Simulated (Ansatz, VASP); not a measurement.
**One calculation of KZnWO4, two programs**

```
K Zn W O
1.0
     0.00000    4.34907    4.34907
     4.34907    0.00000    4.34907
     4.34907    4.34907    0.00000
K Zn W O
1 1 1 4
Direct
  0.75000 0.75000 0.75000
  0.00000 0.00000 0.00000
  0.25000 0.25000 0.25000
  0.12994 0.12994 0.12994
  0.12994 0.12994 0.61019
  0.12994 0.61019 0.12994
  0.61019 0.12994 0.12994
```

Alike in both runs: task relaxation of cell and atoms; functional PBE; k mesh 8 × 8 × 8; occupations gaussian, width 0.1 eV; no spin polarisation.

|  | VASP | Ansatz |
| --- | --- | --- |
| version | VASP 6.6.1 | Ansatz 0.2.0 |
| potentials or method | VASP PAW PBE potentials, release 64 (K_sv, Zn, W_sv, O), cutoff 600 eV | scalar-relativistic, plane waves, PAW |
| valence electrons in the cell | 59 | 59 |

Ansatz gave:

- gap on the k mesh at the Fermi level, each at its own relaxed structure (eV): none
- relaxed volume (Å³/atom): 23.71
- relaxed length of the cell vector where the two differ most in proportion (Å): 6.169

**Question.** Which values does VASP return?

**Answer.** gap on the k mesh at the Fermi level, each at its own relaxed structure (eV): none; relaxed volume (Å³/atom): 23.84; relaxed length of the cell vector where the two differ most in proportion (Å): 6.180.

A gap of «none» marks a metal or a gap that the smearing closes.

Neither program's run includes spin-orbit coupling.
